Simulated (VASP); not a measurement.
Input of a VASP 6.6.1 run:

The input POSCAR:

```
WC
1.0
    2.9741876820      0.0000000000      0.0000000000
   -1.4870938410      2.5757220882      0.0000000000
    0.0000000000      0.0000000000      2.8820688245
W C
1 1
Direct
    0.0000000000      0.0000000000      0.0000000000
    0.6666666667      0.3333333333      0.5000000000
```

Contents of INCAR.step1:

```
PREC = Accurate
ENCUT = 910
ISMEAR = 0
SIGMA = 0.1
LREAL = False
LASPH = True
NELM = 120
NBANDS = 16
GGA = PE
ALGO = Normal
EDIFF = 1E-5
LWAVE = True
LCHARG = False
GGA_COMPAT = False
```

Contents of INCAR.step2:

```
PREC = Accurate
ENCUT = 910
EDIFF = 1E-6
ISMEAR = 0
SIGMA = 0.1
LREAL = False
LASPH = True
NELM = 120
ALGO = Normal
ISIF = 2
LWAVE = False
LCHARG = False
METAGGA = R2SCAN
LMIXTAU = True
NBANDS = 16
ISTART = 1
GGA_COMPAT = False
```

KPOINTS

```
Automatic mesh
0
Gamma
  18 18 14
```

Potentials or basis: VASP PAW PBE potentials, release 64 (W_sv, C_h).

The run is started by

```bash
$ cat potpaw_PBE.64/W_sv/POTCAR potpaw_PBE.64/C_h/POTCAR > POTCAR
$ cp INCAR.step1 INCAR
$ mpirun -np 1 vasp_std > vasp.out
$ cp INCAR.step2 INCAR
$ mpirun -np 1 vasp_std > vasp.out
```

What does it give for the band gap on the k mesh?

Zero (bands 9 and 10 overlap by 1.28 eV).

What does it give for the pressure?

-19.2 GPa.

Stress tensor (GPa, compression positive):
```
-19.29   0.00   0.00
  0.00 -19.29   0.00
  0.00   0.00 -19.06
```

Caveat: the cutoff is under 1.25 times the usual one of these potentials, so pressure, stress and relaxed cells hold a basis-set (Pulay) error; the cell stands under tension; the PAW data sets were made with another functional, which shifts forces and pressure a little; spin-orbit coupling is left out, which moves the levels of the heavy elements.
